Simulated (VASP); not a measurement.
# Al7BN8: relaxation of the atoms with LDA

Al7BN8:

```
CELL_PARAMETERS angstrom
6.05944 0.00000 0.00000
-3.02972 5.24763 0.00000
0.00000 0.00000 4.83108
ATOMIC_POSITIONS crystal
Al 0.32827 0.17173 0.49732
Al 0.16546 0.83273 0.00048
Al 0.32827 0.65655 0.49732
Al 0.66727 0.33454 0.00048
Al 0.84345 0.17173 0.49732
Al 0.66727 0.83273 0.00048
Al 0.83333 0.66667 0.50181
B 0.16667 0.33333 0.00697
N 0.16667 0.33333 0.33465
N 0.31614 0.18386 0.89040
N 0.16900 0.83450 0.38764
N 0.31614 0.63228 0.89040
N 0.66550 0.33100 0.38764
N 0.86772 0.18386 0.89040
N 0.66550 0.83450 0.38764
N 0.83333 0.66667 0.88504
```

| Quantity | Value |
| --- | --- |
| Program | VASP 6.6.1 |
| Task | relaxation of the atoms |
| Functional | LDA |
| Potentials or basis | VASP PAW LDA potentials, release 64 (Al, B, N) |
| Cutoff | 520 eV |
| k mesh | 4 × 4 × 5 |
| Occupations | gaussian, width 0.01 eV |
| Spin | no spin polarisation |
| Dipole correction | no |
| Further INCAR settings | ALGO = Normal; EDIFF = 1e-07; IBRION = 2; EDIFFG = -0.004; NSW = 80 |

```json
{
  "Energy gained by relaxing": "0.0 meV/atom",
  "Ionic steps": "4",
  "Pressure after relaxing": "0.7 GPa",
  "Band gap on the k mesh": "3.82 eV (least direct gap 3.99 eV)"
}
```

Forces on the atoms (eV/Å):
```
Al   0.000  0.000  0.000
Al   0.001  0.000  0.001
Al   0.000  0.000  0.000
Al   0.000 -0.001  0.001
Al   0.000  0.000  0.000
Al  -0.001  0.000  0.001
Al   0.000  0.000 -0.002
B    0.000  0.000  0.000
N    0.000  0.000  0.002
N    0.000  0.000  0.000
N   -0.001  0.000 -0.001
N    0.000  0.000  0.000
N    0.000  0.001 -0.001
N    0.000  0.000  0.000
N    0.001  0.000 -0.001
N    0.000  0.000 -0.002
```

Final structure:
```yaml
crystal:
  lattice:
    - [6.05944, 0.00000, 0.00000]
    - [-3.02972, 5.24763, 0.00000]
    - [0.00000, 0.00000, 4.83108]
  atoms:
    - { symbol: Al, position: [0.32825, 0.17175, 0.49740] }
    - { symbol: Al, position: [0.16557, 0.83278, 0.00040] }
    - { symbol: Al, position: [0.32825, 0.65649, 0.49740] }
    - { symbol: Al, position: [0.66722, 0.33443, 0.00040] }
    - { symbol: Al, position: [0.84351, 0.17175, 0.49740] }
    - { symbol: Al, position: [0.66722, 0.83278, 0.00040] }
    - { symbol: Al, position: [0.83333, 0.66667, 0.50174] }
    - { symbol: B, position: [0.16667, 0.33333, 0.00695] }
    - { symbol: N, position: [0.16667, 0.33333, 0.33456] }
    - { symbol: N, position: [0.31610, 0.18390, 0.89044] }
    - { symbol: N, position: [0.16907, 0.83454, 0.38767] }
    - { symbol: N, position: [0.31610, 0.63220, 0.89044] }
    - { symbol: N, position: [0.66546, 0.33093, 0.38767] }
    - { symbol: N, position: [0.86780, 0.18390, 0.89044] }
    - { symbol: N, position: [0.66546, 0.83454, 0.38767] }
    - { symbol: N, position: [0.83333, 0.66667, 0.88501] }
```

Levels at points of the mesh, in eV from the valence-band top:
```tsv
k point	band 30	band 31	band 32	band 33	band 34	band 35
(0.00, 0.00, 0.00)	-0.13	-0.13	0.00	3.99	5.10	5.66
(0.50, 0.00, 0.00)	-0.51	-0.42	-0.32	5.18	5.41	5.77
```

Run time: 6.2 min on 1 thread of Intel Xeon 8259CL, with other jobs on the host, peak memory 0.26 GiB.

A k mesh can miss the band edges.
